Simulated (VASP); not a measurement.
Runs of VASP 6.6.1 on SiNi. Symmetry: Pmmn, No. 59, orthorhombic system. The conventional cell has a = 3.027 Å, b = 3.273 Å, c = 4.698 Å, α = 90.00°, β = 90.00°, γ = 90.00°. Si (site symmetry mm2) has 6 Ni at 2.34 to 2.40 Å and 6 Si at 2.68 to 3.03 Å within 3.1 Å. Ni (site symmetry mm2) has 6 Si at 2.34 to 2.40 Å and 6 Ni at 2.67 to 3.03 Å within 3.1 Å. 

```tsv
task	cell	k mesh	cutoff (eV)	smearing	gap on the mesh (eV)	pressure (GPa)	largest force (eV/Å)
relaxation of cell and atoms	relaxed	14 × 12 × 10	600	gaussian 0.1 eV	none	0.0	-
single point	as given	6 × 6 × 4	520	gaussian 0.1 eV	none	(a)	0.13
single point	as given	8 × 6 × 6	520	gaussian 0.1 eV	none	1.4	0.17
single point	as given	4 × 4 × 4	520	gaussian 0.1 eV	none	1.1	0.14
single point	as given	18 × 16 × 12	520	gaussian 0.1 eV	none	1.2	0.12
single point	as given	12 × 10 × 8	520	gaussian 0.1 eV	none	1.1	0.12
single point	as given	14 × 12 × 10	520	gaussian 0.02 eV	none	1.2	0.12
```

Alike in all rows: level PBE; potentials or basis VASP PAW PBE potentials, release 64 (Si, Ni); no spin polarisation.

Question: Fill in the values left out.

Answer: (a) 1.0.

Caveats: some runs use coarse meshes.

A gap of «none» marks levels without a gap at the run's occupations.
